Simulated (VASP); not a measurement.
# Sn3GeSe4 (P4/mmm) in VASP: single point with PBE

Aim: the single point of Sn3GeSe4 with PBE.

Program: VASP 6.6.1. These are calculated values, not measurements. Logs are shortened: lines on timing, memory, paths and dates and some standing lists are left out, and cuts for length are marked.

## (1) The cell of the first run

The structure is tetragonal, space group P4/mmm (No. 123). The conventional cell has a = 4.246 Å, b = 4.246 Å, c = 12.010 Å, α = 90.00°, β = 90.00°, γ = 90.00°. Sn (site symmetry 4mm) has 6 Se at 3.00 Å within 4.0 Å. Sn (site symmetry 4/mmm) has 6 Se at 3.00 Å within 4.0 Å. Within 4.0 Å of Ge (site symmetry 4/mmm) lie 6 Se at 3.00 Å. Within 4.0 Å of Se (site symmetry 4/mmm) lie 4 Ge at 3.00 Å and 2 Sn at 3.00 Å. Within 4.0 Å of Se (site symmetry 4mm) lie 5 Sn at 3.00 Å and 1 Ge at 3.00 Å. Within 4.0 Å of Se (site symmetry 4/mmm) lie 6 Sn at 3.00 Å.

## (2) Single point, PBE

File INCAR:

```
ALGO     = Normal         # electronic algorithm
EDIFF    = 1E-7           # SCF threshold, eV
ENCUT    = 520            # plane-wave cutoff, eV
GGA      = PE             # functional
ISIF     = 2              # what is computed and relaxed
ISMEAR   = 0              # smearing method
LASPH    = T              # aspherical terms in the spheres
LCHARG   = T              # write CHGCAR
LELF     = T              # ELF
LREAL    = F              # projectors in reciprocal space
LVHAR    = T            
LWAVE    = F              # write WAVECAR
NBANDS   = 50             # bands
NELM     = 60             # most SCF steps
PREC     = Accurate       # precision mode
SIGMA    = 0.1            # smearing width, eV
```

File KPOINTS:

```
k-points
0
Gamma
  4 4 2
```

File POSCAR:

```
Sn3GeSe4
1.0
    4.2460712200      0.0000000000      0.0000000000
    0.0000000000      4.2460712200      0.0000000000
    0.0000000000      0.0000000000     12.0097030200
Sn Ge Se
3 1 4
Direct
    0.0000000000      0.0000000000      0.7500000000
    0.0000000000      0.0000000000      0.2500000000
    0.5000000000      0.5000000000      0.5000000000
    0.5000000000      0.5000000000      0.0000000000
    0.0000000000      0.0000000000      0.0000000000
    0.5000000000      0.5000000000      0.2500000000
    0.0000000000      0.0000000000      0.5000000000
    0.5000000000      0.5000000000      0.7500000000
```

Potentials or basis: VASP PAW PBE potentials, release 64 (Sn_d, Ge_d, Se).

Run with:

```console
$ cat potpaw_PBE.64/Sn_d/POTCAR potpaw_PBE.64/Ge_d/POTCAR potpaw_PBE.64/Se/POTCAR > POTCAR
$ mpirun -np 1 vasp_std > vasp.out
```

OUTCAR:

```text
EDIFF = 1E-7
   ENCUT = 520
   GGA = PE
   ISIF = 2
   ISMEAR = 0
   LASPH = T
   LREAL = F
   NELM = 60
   PREC = Accurate

 ion  position               nearest neighbor table
   1  0.000  0.000  0.750-   8 3.00   8 3.00   8 3.00   8 3.00   5 3.00   7 3.00
   2  0.000  0.000  0.250-   6 3.00   6 3.00   6 3.00   6 3.00   7 3.00   5 3.00
   3  0.500  0.500  0.500-   7 3.00   7 3.00   7 3.00   7 3.00   8 3.00   6 3.00
   4  0.500  0.500  0.000-
   5  0.000  0.000  0.000-   1 3.00   2 3.00
   6  0.500  0.500  0.250-   2 3.00   2 3.00   2 3.00   2 3.00   3 3.00
   7  0.000  0.000  0.500-   3 3.00   3 3.00   3 3.00   3 3.00   1 3.00   2 3.00
   8  0.500  0.500  0.750-   1 3.00   1 3.00   1 3.00   1 3.00   3 3.00

  LATTYP: Found a simple tetragonal cell.
 ALAT       =     4.2460712200
 C/A-ratio  =     2.8284271266

  Lattice vectors:

 A1 = (   4.2460712200,   0.0000000000,   0.0000000000)
 A2 = (   0.0000000000,   4.2460712200,   0.0000000000)
 A3 = (   0.0000000000,   0.0000000000,  12.0097030200)

Analysis of symmetry for initial positions (statically):
=====================================================================
 Subroutine PRICEL returns:
 Original cell was already a primitive cell.

 Routine SETGRP: Setting up the symmetry group for a
 simple tetragonal supercell.

 Subroutine GETGRP returns: Found 16 space group operations
 (whereof 16 operations were pure point group operations)
 out of a pool of 16 trial point group operations.

The static configuration has the point symmetry D_4h.

Analysis of symmetry for dynamics (positions and initial velocities):
=====================================================================
 Subroutine PRICEL returns:
 Original cell was already a primitive cell.

 Routine SETGRP: Setting up the symmetry group for a
 simple tetragonal supercell.

 Subroutine GETGRP returns: Found 16 space group operations
 (whereof 16 operations were pure point group operations)
 out of a pool of 16 trial point group operations.

The dynamic configuration has the point symmetry D_4h.

 Subroutine INISYM returns: Found 16 space group operations
 (whereof 16 operations are pure point group operations),
 and found     1 'primitive' translations

----------------------------------------------------------------------------------------

                                     Primitive cell

  volume of cell :     216.5244

  direct lattice vectors                    reciprocal lattice vectors
     4.246071220  0.000000000  0.000000000     0.235511829  0.000000000  0.000000000
     0.000000000  4.246071220  0.000000000     0.000000000  0.235511829  0.000000000
     0.000000000  0.000000000 12.009703020     0.000000000  0.000000000  0.083266006

  length of vectors
     4.246071220  4.246071220 12.009703020     0.235511829  0.235511829  0.083266006

  position of ions in fractional coordinates (direct lattice)
     0.000000000  0.000000000  0.750000000
     0.000000000  0.000000000  0.250000000
     0.500000000  0.500000000  0.500000000
     0.500000000  0.500000000  0.000000000
     0.000000000  0.000000000  0.000000000
     0.500000000  0.500000000  0.250000000
     0.000000000  0.000000000  0.500000000
     0.500000000  0.500000000  0.750000000

  ion indices of the primitive-cell ions
   primitive index   ion index
                 1           1
                 2           2
                 3           3
                 4           4
                 5           5
                 6           6
                 7           7
                 8           8

----------------------------------------------------------------------------------------

 KPOINTS: k-points

Automatic generation of k-mesh.
 Grid dimensions read from file:
 generate k-points for:    4    4    2

 Generating k-lattice:

  Cartesian coordinates                     Fractional coordinates (reciprocal lattice)
     0.058877957  0.000000000  0.000000000     0.250000000  0.000000000  0.000000000
     0.000000000  0.058877957  0.000000000     0.000000000  0.250000000  0.000000000
     0.000000000  0.000000000  0.041633003     0.000000000  0.000000000  0.500000000

  Length of vectors
     0.058877957  0.058877957  0.041633003

  Shift w.r.t. Gamma in fractional coordinates (k-lattice)
     0.000000000  0.000000000  0.000000000

 Subroutine IBZKPT returns following result:
 ===========================================

 Found     12 irreducible k-points:

 Following reciprocal coordinates:
            Coordinates               Weight
  0.000000  0.000000  0.000000      1.000000
  0.250000  0.000000  0.000000      4.000000
  0.500000  0.000000  0.000000      2.000000
  0.250000  0.250000  0.000000      4.000000
  0.500000  0.250000  0.000000      4.000000
  0.500000  0.500000  0.000000      1.000000
  0.000000  0.000000  0.500000      1.000000
  0.250000  0.000000  0.500000      4.000000
  0.500000  0.000000  0.500000      2.000000
  0.250000  0.250000  0.500000      4.000000
  0.500000  0.250000  0.500000      4.000000
  0.500000  0.500000  0.500000      1.000000
   k-points           NKPTS =     12   k-points in BZ     NKDIM =     12   number of bands    NBANDS=     50
   number of dos      NEDOS =    301   number of ions     NIONS =      8
   total plane-waves  NPLWV =  92160
   dimension x,y,z NGX =    32 NGY =   32 NGZ =   90
   dimension x,y,z NGXF=    64 NGYF=   64 NGZF=  180
   ions per type =               3   1   4
   NGX,Y,Z   is equivalent  to a cutoff of  12.53, 12.53, 12.46 a.u.
   NGXF,Y,Z  is equivalent  to a cutoff of  25.06, 25.06, 24.92 a.u.
 SYSTEM =  unknown system
   PREC   = accura    normal or accurate (medium, high low for compatibility)
   ISTART =      0    job   : 0-new  1-cont  2-samecut
   ICHARG =      2    charge: 1-file 2-atom 10-const
   ISPIN  =      1    spin polarized calculation?
   LNONCOLLINEAR =      F non collinear calculations
   LSORBIT =      F    spin-orbit coupling
   LASPH  =      T    aspherical Exc in radial PAW
   ENCUT  =  520.0 eV  38.22 Ry    6.18 a.u.   7.89  7.89 22.33*2*pi/ulx,y,z
   NELM   =     60;   NELMIN=  2; NELMDL= -5     # of ELM steps
   EDIFF  = 0.1E-06   stopping-criterion for ELM
   LREAL  =      F    real-space projection
   EDIFFG = 0.1E-05   stopping-criterion for IOM
   NSW    =      0    number of steps for IOM
   IBRION =     -1    ionic relax: 0-MD 1-quasi-New 2-CG
   NFREE  =      0    steps in history (QN), initial steepest desc. (CG)
   ISIF   =      2    stress and relaxation
   ISYM   =      2    0-nonsym 1-usesym 2-fastsym
   POTIM  = 0.5000    time-step for ionic-motion
   TEBEG  =    0.0;   TEEND  =   0.0 temperature during run
   PSTRESS=    0.0 pullay stress
   NELECT =      80.0000    total number of electrons
   NUPDOWN=      -1.0000    fix difference up-down
   EMIN   =  10.00;   EMAX   =-10.00  energy-range for DOS
   EFERMI =   0.00;   METHOD = LEGACY
   ISMEAR =     0;   SIGMA  =   0.10  broadening in eV -4-tet -1-fermi 0-gaus
   EFERMI_NEDOS =   21; number of points for ismear=-14 and -15
   IALGO  =     38    algorithm
   IMIX   =      4    mixing-type and parameters
     AMIX     =   0.40;   BMIX     =  1.00
     AMIX_MAG =   1.60;   BMIX_MAG =  1.00
  volume/ion in A,a.u.               =      27.07       182.65
  Fermi-wavevector in a.u.,A,eV,Ry     =   1.174724  2.219907 18.775724  1.379977
  Thomas-Fermi vector in A             =   2.311117
   LORBIT       =      0    0 simple, 1 ext, 2 COOP (PROOUT), +10 PAW based schemes
   GGA     = PE    functional components
   LHFCALC =     F    Hartree Fock is set to
   AEXX    =    0.0000 exact exchange contribution
   IVDW    =     0    specifies the selected vdW correction
   LEPSILON=     F    determine dielectric tensor
   LRPA    =     F    only Hartree local field effects (RPA)
 non-spin polarized calculation
 Gauss-broadening in eV      SIGMA  =   0.10
  energy-cutoff  :      520.00
  volume of cell :      216.52
 maximum number of plane-waves:      5851
 NGX is ok and might be reduce to    32
   NGX = 15   NGY = 15   NGZ = 45

 number of electron      80.0000024 magnetization

 Free energy of the ion-electron system (eV)
  ---------------------------------------------------
  ext. energy  EPLUGINS =         0.00000000
  ---------------------------------------------------
  free energy    TOTEN  =       -32.91562386 eV

  energy without entropy =      -32.91071966  energy(sigma->0) =      -32.91317176

 E-fermi :   5.1637     XC(G=0):  -9.5453

 val. band max:        5.0759084015   @ k =   0.5000   0.0000   0.0000
 cond. band min:       5.2318759825   @ k =   0.5000   0.0000   0.0000
 fundamental gap:      0.1559675810
 Fermi energy:         5.1637062641

 k-point     1 :       0.0000    0.0000    0.0000
  band No.  band energies     occupation
      1     -20.1534      2.00000
      2     -20.1508      2.00000
      3     -20.1508      2.00000
      4     -20.1500      2.00000
      5     -20.1483      2.00000
      6     -16.5964      2.00000
[... 42 lines left out ...]
     49       9.4784      0.00000
     50       9.5570      0.00000

 k-point     2 :       0.2500    0.0000    0.0000
  band No.  band energies     occupation
      1     -20.1529      2.00000
      2     -20.1511      2.00000
      3     -20.1507      2.00000
      4     -20.1491      2.00000
      5     -20.1488      2.00000
      6     -16.5920      2.00000
[... 42 lines left out ...]
     49       8.3016      0.00000
     50       8.5975      0.00000

 k-point     3 :       0.5000    0.0000    0.0000
  band No.  band energies     occupation
      1     -20.1526      2.00000
      2     -20.1514      2.00000
      3     -20.1507      2.00000
      4     -20.1494      2.00000
      5     -20.1480      2.00000
      6     -16.5886      2.00000
[... 466 lines left out ...]
     49       8.9457      0.00000
     50       9.3771      0.00000

 k-point    12 :       0.5000    0.5000    0.5000
  band No.  band energies     occupation
      1     -20.1516      2.00000
      2     -20.1513      2.00000
      3     -20.1513      2.00000
      4     -20.1511      2.00000
      5     -20.1466      2.00000
      6     -16.5998      2.00000
[... 42 lines left out ...]
     49      10.0092      0.00000
     50      10.0096      0.00000

------------------------ aborting loop because EDIFF is reached ----------------------------------------

  FORCE on cell =-STRESS in cart. coord.  units (eV):
  Direction    XX          YY          ZZ          XY          YZ          ZX
  --------------------------------------------------------------------------------------
  -------------------------------------------------------------------------------------
  Total       -1.7528942     -1.7528942     -1.7976241      0.0000000     -0.0000000     -0.0000000
  in kB      -12.9705824    -12.9705824    -13.3015623      0.0000000     -0.0000000     -0.0000000
  external PRESSURE =     -13.0809090 kB  Pullay stress =       0.0000000 kB

 VOLUME and BASIS-vectors are now :
 -----------------------------------------------------------------------------
  energy-cutoff  :      520.00
  volume of cell :      216.52
      direct lattice vectors                 reciprocal lattice vectors
     4.246071220  0.000000000  0.000000000     0.235511829  0.000000000  0.000000000
     0.000000000  4.246071220  0.000000000     0.000000000  0.235511829  0.000000000
     0.000000000  0.000000000 12.009703020     0.000000000  0.000000000  0.083266006

 POSITION                                       TOTAL-FORCE (eV/Angst)
 -----------------------------------------------------------------------------------
      0.00000      0.00000      9.00728         0.000000      0.000000      0.194095
      0.00000      0.00000      3.00243        -0.000000      0.000000     -0.194095
      2.12304      2.12304      6.00485         0.000000      0.000000      0.000000
      2.12304      2.12304      0.00000         0.000000      0.000000      0.000000
      0.00000      0.00000      0.00000         0.000000      0.000000      0.000000
      2.12304      2.12304      3.00243        -0.000000     -0.000000     -0.268366
      0.00000      0.00000      6.00485         0.000000      0.000000      0.000000
      2.12304      2.12304      9.00728         0.000000     -0.000000      0.268366
 -----------------------------------------------------------------------------------
    total drift:                                0.000000     -0.000000     -0.000000

  FREE ENERGIE OF THE ION-ELECTRON SYSTEM (eV)
  ---------------------------------------------------
  free  energy   TOTEN  =       -32.9156238618 eV

  energy  without entropy=      -32.9107196589  energy(sigma->0) =      -32.91317176
```

It took 1.8 min on 1 thread of AMD EPYC 7R13 (Zen 3), shared host; peak memory 0.32 GiB.

Results:

```yaml
Free_energy: -32.9156 eV
Pressure: -1.3 GPa
Largest_force: 0.268 eV/Å
Band_gap_on_the_k_mesh: 0.16 eV, direct
```

Forces in eV/Å, atoms in the order of the input:
```
Sn   0.000  0.000  0.194
Sn   0.000  0.000 -0.194
Sn   0.000  0.000  0.000
Ge   0.000  0.000  0.000
Se   0.000  0.000  0.000
Se   0.000  0.000 -0.268
Se   0.000  0.000  0.000
Se   0.000  0.000  0.268
```

Levels at points of the mesh, in eV from the valence-band top:
| k point | band 38 | band 39 | band 40 | band 41 | band 42 | band 43 |
| --- | --- | --- | --- | --- | --- | --- |
| (0.00, 0.00, 0.00) | -2.12 | -1.87 | -1.64 | 1.84 | 2.18 | 3.10 |
| (0.50, 0.00, 0.00) | -0.60 | -0.02 | 0.00 | 0.16 | 0.64 | 0.85 |
| (0.50, 0.50, 0.00) | -3.57 | -0.99 | -0.73 | 1.15 | 1.56 | 3.12 |
| (0.00, 0.00, 0.50) | -2.30 | -1.32 | -1.09 | 1.90 | 2.29 | 3.24 |
| (0.50, 0.00, 0.50) | -0.34 | -0.31 | -0.28 | 0.54 | 0.67 | 0.67 |
| (0.50, 0.50, 0.50) | -2.45 | -2.38 | -2.29 | 2.81 | 3.47 | 3.60 |

Caveat: spin-orbit coupling is left out, which moves the levels of the heavy elements. A k mesh can miss the band edges.
